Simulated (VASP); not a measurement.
Input of a VASP 6.6.1 run:

INCAR

```
PREC = Accurate
ENCUT = 520
EDIFF = 1E-6
ISMEAR = 0
SIGMA = 0.15
LREAL = False
LASPH = True
NELM = 80
ALGO = Normal
ISIF = 2
LWAVE = False
LCHARG = True
GGA = PS
IVDW = 12
LELF = True
LVHAR = True
NBANDS = 16
```

Contents of KPOINTS:

```
Automatic mesh
0
Gamma
  21 21 8
```

Contents of POSCAR:

```
C
1.0
    2.4023807435      0.0000000000      0.0000000000
   -1.2011903718      2.0805227534      0.0000000000
    0.0000000000      0.0000000000      7.7147652816
C
4
Direct
    0.0000000000      0.0000000000      0.0025000000
    0.0000000000      0.0000000000      0.5025000000
    0.3333333333      0.6666666667      0.0025000000
    0.6666666667      0.3333333333      0.5025000000
```

Potentials or basis: VASP PAW PBE potentials, release 64 (C).

Command:

```console
$ cat potpaw_PBE.64/C/POTCAR > POTCAR
$ mpirun -np 1 vasp_std > vasp.out
```

Task: Estimate the pressure.

Result: 19.5 GPa.

Task: Predict the band gap on the k mesh.

Result: Zero (filled and empty bands overlap).

Task: Estimate the dispersion energy per atom.

Result: -0.094 eV.

Stress tensor (GPa, compression positive):
```
30.29  0.00  0.00
 0.00 30.29  0.00
 0.00  0.00 -2.15
```

Caveat: the cell stands under pressure; the PAW data sets were made with another functional, which shifts forces and pressure a little.
